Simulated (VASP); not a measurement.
# AlN (F-43m) in VASP: G0W0 quasiparticle levels with PBE

Aim: the G0W0 quasiparticle levels of AlN with PBE.

Everything below comes from runs of VASP 6.6.1. Logs are shortened: lines on timing, memory, paths and dates and some standing lists are left out, and cuts for length are marked.

## Step 1: The cell of the first run

The structure is cubic, space group F-43m (No. 216). Conventional cell: a = 4.370 Å, b = 4.370 Å, c = 4.370 Å, α = 90.00°, β = 90.00°, γ = 90.00°. Al (site symmetry -43m) has 4 N at 1.89 Å within 2.5 Å. N (site symmetry -43m) has 4 Al at 1.89 Å within 2.5 Å.

## Step 2: G0W0 quasiparticle levels, PBE

POSCAR

```
AlN
1.0
    0.0000000000      2.1848764834      2.1848764834
    2.1848764834      0.0000000000      2.1848764834
    2.1848764834      2.1848764834      0.0000000000
Al N
1 1
Direct
    0.0000000000      0.0000000000      0.0000000000
    0.7500000000      0.7500000000      0.7500000000
```

INCAR.step1

```
  PREC = Accurate
  ENCUT = 500
  EDIFF = 1E-8
  ISMEAR = 0
  SIGMA = 0.01
  LREAL = False
  LASPH = True
  NELM = 60
  ALGO = Normal
  LWAVE = True
  LCHARG = False
  GGA = PE
```

INCAR.step2

```
  PREC = Accurate
  ENCUT = 500
  EDIFF = 1E-8
  ISMEAR = 0
  SIGMA = 0.01
  LREAL = False
  LASPH = True
  NELM = 1
  ALGO = Exact
  LWAVE = True
  LCHARG = False
  GGA = PE
  NBANDS = 37
  LOPTICS = True
  ISTART = 1
```

INCAR.step3

```
  PREC = Accurate
  ENCUT = 500
  EDIFF = 1E-8
  ISMEAR = 0
  SIGMA = 0.01
  LREAL = False
  LASPH = True
  ALGO = EVGW0
  LWAVE = False
  LCHARG = False
  GGA = PE
  NELMGW = 1
  NBANDS = 37
  ENCUTGW = 80.0
  NOMEGA = 96
  PRECFOCK = Fast
  ISTART = 1
  NBANDSGW = 12
  OMEGAMAX = 20
```

KPOINTS

```
Automatic mesh
0
Gamma
  10 10 10
```

Potentials or basis: VASP PAW PBE potentials, release 64 (Al_GW, N_GW).

On the command line:

```
$ cat potpaw_PBE.64/Al_GW/POTCAR potpaw_PBE.64/N_GW/POTCAR > POTCAR
$ cp INCAR.step1 INCAR
$ mpirun -np 1 vasp_std > vasp.out
$ cp INCAR.step2 INCAR
$ mpirun -np 1 vasp_std > vasp.out
$ cp INCAR.step3 INCAR
$ mpirun -np 1 vasp_std > vasp.out
```

OUTCAR:

```text
PREC = Accurate
   ENCUT = 500
   EDIFF = 1E-8
   ISMEAR = 0
   LREAL = False
   LASPH = True
   GGA = PE
   NELMGW = 1
   ENCUTGW = 80.0
   PRECFOCK = Fast
   ISTART = 1

 ion  position               nearest neighbor table
   1  0.000  0.000  0.000-   2 1.89   2 1.89   2 1.89   2 1.89
   2  0.750  0.750  0.750-   1 1.89   1 1.89   1 1.89   1 1.89

  LATTYP: Found a face centered cubic cell.
 ALAT       =     4.3697529668

  Lattice vectors:

 A1 = (   0.0000000000,   2.1848764834,   2.1848764834)
 A2 = (   2.1848764834,   0.0000000000,   2.1848764834)
 A3 = (   2.1848764834,   2.1848764834,   0.0000000000)

Analysis of symmetry for initial positions (statically):
=====================================================================
 Subroutine PRICEL returns:
 Original cell was already a primitive cell.

 Routine SETGRP: Setting up the symmetry group for a
 face centered cubic supercell.

 Subroutine GETGRP returns: Found 24 space group operations
 (whereof 24 operations were pure point group operations)
 out of a pool of 48 trial point group operations.

The static configuration has the point symmetry T_d .

Analysis of symmetry for dynamics (positions and initial velocities):
=====================================================================
 Subroutine PRICEL returns:
 Original cell was already a primitive cell.

 Routine SETGRP: Setting up the symmetry group for a
 face centered cubic supercell.

 Subroutine GETGRP returns: Found 24 space group operations
 (whereof 24 operations were pure point group operations)
 out of a pool of 48 trial point group operations.

The dynamic configuration has the point symmetry T_d .

 Subroutine INISYM returns: Found 24 space group operations
 (whereof 24 operations are pure point group operations),
 and found     1 'primitive' translations

----------------------------------------------------------------------------------------

                                     Primitive cell

  volume of cell :      20.8598

[... 87 lines left out ...]
   NELM   =     60;   NELMIN=  2; NELMDL=  0     # of ELM steps
   EDIFF  = 0.1E-07   stopping-criterion for ELM
   LREAL  =      F    real-space projection
   EDIFFG = 0.1E-06   stopping-criterion for IOM
   NSW    =      0    number of steps for IOM
   IBRION =     -1    ionic relax: 0-MD 1-quasi-New 2-CG
   NFREE  =      0    steps in history (QN), initial steepest desc. (CG)
   ISIF   =      0    stress and relaxation
   ISYM   =      3    0-nonsym 1-usesym 2-fastsym
   POTIM  = 0.5000    time-step for ionic-motion
   TEBEG  =    0.0;   TEEND  =   0.0 temperature during run
   PSTRESS=    0.0 pullay stress
   NELECT =       8.0000    total number of electrons
   NUPDOWN=      -1.0000    fix difference up-down
   EMIN   =  10.00;   EMAX   =-10.00  energy-range for DOS
   EFERMI =   0.00;   METHOD = LEGACY
   ISMEAR =     0;   SIGMA  =   0.01  broadening in eV -4-tet -1-fermi 0-gaus
   EFERMI_NEDOS =   21; number of points for ismear=-14 and -15
   IALGO  =     38    algorithm
   IMIX   =      4    mixing-type and parameters
     AMIX     =   0.40;   BMIX     =  1.00
     AMIX_MAG =   1.60;   BMIX_MAG =  1.00
  volume/ion in A,a.u.               =      10.43        70.38
  Fermi-wavevector in a.u.,A,eV,Ry     =   1.189418  2.247675 19.248377  1.414716
  Thomas-Fermi vector in A             =   2.325526
   LORBIT       =      0    0 simple, 1 ext, 2 COOP (PROOUT), +10 PAW based schemes
   GGA     = PE    functional components
   LHFCALC =     T    Hartree Fock is set to
   PRECFOCK=fast      Normal, Fast or Accurate (Low or Medium for compatibility)
   ENCUT4O =  -1.0   cutoff for four orbital integrals eV
   NKREDX  =     1    reduce k-point grid by
   NKREDY  =     1    reduce k-point grid by
   NKREDZ  =     1    reduce k-point grid by
   AEXX    =    1.0000 exact exchange contribution
   HFSCREEN=    0.0000 screening length (either q_TF or 0.3 A-1)
   HFSCREENC=   0.0000 screening length for correlation (either q_TF or 0.3 A-1)
   ENCUTFOCK=  -1.0 apply spherical cutoff to Coloumb kernel
   IVDW    =     0    specifies the selected vdW correction
   LEPSILON=     F    determine dielectric tensor
   LRPA    =     F    only Hartree local field effects (RPA)
   LRPAFORCE           =     F    calculate RPA forces
   ENCUTGW             =  80.0    cutoff for response function in eV
   ENCUTGWSOFT         =  64.0    soft cutoff for Coulomb kernel in GW response function in eV
   ENCUTLF             =  -1.0    cutoff for local field effects
   NELMGW              =     1    number of iterations in solving QP/BSE equation
   NELMHF              =     1    number of iterations in the inner HF iteration
   NKREDLFX            =     1    NKREDLFY  =   1   NKREDLFZ  =   1
 non-spin polarized calculation
 Gauss-broadening in eV      SIGMA  =   0.01
  energy-cutoff  :      500.00
  volume of cell :       20.86
 maximum number of plane-waves:       544
  NGX = 14; NGY = 14; NGZ = 14
   NGX = 11   NGY = 11   NGZ = 11
 maximum number of plane-waves:        40
 NGX is ok and might be reduce to    12

 QP shifts <psi_nk| G(iteration)W_0 |psi_nk>: iteration 1
 for sc-GW calculations column KS-energies equals QP-energies in previous step
 and V_xc(KS)=  KS-energies - (<T + V_ion + V_H > + <T+V_H+V_ion>^1  + <V_x>^1)

 k-point   1 :       0.0000    0.0000    0.0000
  band No.  KS-energies  QP-energies   sigma(KS)   V_xc(KS)     V^pw_x(r,r')   Z            occupation Imag(sigma)

      1     -10.0424     -11.2815     -16.4802     -14.7922     -24.7678       0.7340       2.0000       1.2089
      2       4.9363       4.4756     -17.3432     -16.7547     -20.7261       0.7828       2.0000       0.0475
      3       4.9363       4.4756     -17.3432     -16.7547     -20.7261       0.7828       2.0000       0.0475
      4       4.9363       4.4756     -17.3432     -16.7547     -20.7261       0.7828       2.0000       0.0475
      5       9.1177       9.9848     -11.4381     -12.5003      -7.9455       0.8162       0.0000      -0.0417
      6      17.4754      18.6571      -8.8055     -10.2746      -4.0553       0.8044       0.0000      -0.0862
      7      17.4754      18.6571      -8.8055     -10.2746      -4.0553       0.8044       0.0000      -0.0862
      8      17.4754      18.6571      -8.8055     -10.2746      -4.0553       0.8044       0.0000      -0.0862
      9      22.6073      23.8694      -8.8606     -10.4494      -3.6963       0.7943       0.0000      -0.2407
     10      22.6073      23.8694      -8.8606     -10.4494      -3.6963       0.7943       0.0000      -0.2407
     11      24.0033      24.6692      -8.7987      -9.6481      -2.5913       0.7839       0.0000      -0.7457
     12      24.0033      24.6692      -8.7987      -9.6481      -2.5913       0.7839       0.0000      -0.7457
[... 356 lines left out ...]
      1      -8.0396      -9.1161     -17.6163     -16.1122     -25.6249       0.7157       2.0000       0.8711
      2       0.7879      -0.1483     -15.2376     -13.9756     -19.2956       0.7419       2.0000       0.0954
      3       3.2337       2.4830     -16.1847     -15.2116     -19.7584       0.7714       2.0000       0.0579
      4       3.5321       2.8248     -16.4803     -15.5648     -20.0528       0.7726       2.0000       0.0553
      5       9.8482      10.5852      -9.3080     -10.2084      -5.5388       0.8185       0.0000      -0.0467
      6      14.4619      15.4782      -8.8261     -10.0618      -4.5978       0.8225       0.0000      -0.0538
      7      17.1722      18.6525     -11.6138     -13.5290      -6.5450       0.7729       0.0000      -0.1383
      8      19.5023      20.7893     -10.0221     -11.6852      -4.4975       0.7738       0.0000      -0.2326
      9      20.0111      21.3090     -10.2751     -11.9752      -4.5487       0.7635       0.0000      -0.2670
     10      26.2136      27.4282      -8.9439     -10.4844      -3.0128       0.7884       0.0000      -0.5362
     11      28.4565      29.7588      -9.4818     -11.1307      -3.2363       0.7898       0.0000      -0.8991
     12      30.2593      31.8727      -9.2885     -11.2816      -3.3155       0.8095       0.0000      -0.9185

 [... further k-points ...]
```

OUTCAR.step1:

```text
PREC = Accurate
   ENCUT = 500
   EDIFF = 1E-8
   ISMEAR = 0
   LREAL = False
[... 485 lines left out ...]
      0.00000      0.00000      0.00000        -0.000000      0.000000      0.000000
      3.27731      3.27731      3.27731         0.000000     -0.000000     -0.000000
 -----------------------------------------------------------------------------------
    total drift:                                0.000000      0.000000      0.000000

  FREE ENERGIE OF THE ION-ELECTRON SYSTEM (eV)
  ---------------------------------------------------
  free  energy   TOTEN  =       -14.8725286102 eV

  energy  without entropy=      -14.8725286102  energy(sigma->0) =      -14.87252861
```

OUTCAR.step2:

```text
PREC = Accurate
   ENCUT = 500
   EDIFF = 1E-8
   ISMEAR = 0
   LREAL = False
[... 1012 lines left out ...]
     0.00000     4.72057     4.72057     4.72057    -0.00000    -0.00000    -0.00000
     1.04162     4.78231     4.78231     4.78231    -0.00000    -0.00000    -0.00000
     2.08324     4.98924     4.98924     4.98924    -0.00000    -0.00000    -0.00000
     3.12486     5.42869     5.42869     5.42869    -0.00000    -0.00000    -0.00000
     4.16648     6.29683     6.29683     6.29683    -0.00000    -0.00000    -0.00000
     5.20809     7.28928     7.28928     7.28928    -0.00000    -0.00000    -0.00000
[... 92 lines left out ...]
   102.07865     0.95000     0.95000     0.95000     0.00000     0.00000     0.00000
   103.12027     0.95111     0.95111     0.95111     0.00000     0.00000     0.00000
```

Run time: 15 min. Hardware: 1 thread of Intel Xeon Platinum 8488C (Sapphire Rapids), shared host; peak memory 0.92 GiB.

Results:

```yaml
Quasiparticle_gap: 4.34 eV
Least_direct_quasiparticle_gap: 5.51 eV
Band_gap_of_the_starting_levels_on_the_mesh: 3.32 eV
Least_direct_gap_of_the_starting_levels_on_the_mesh: 4.18 eV
```

Caveat: bands, screening cutoff and mesh are small and nothing is extrapolated, so the quasiparticle values aren't converged.
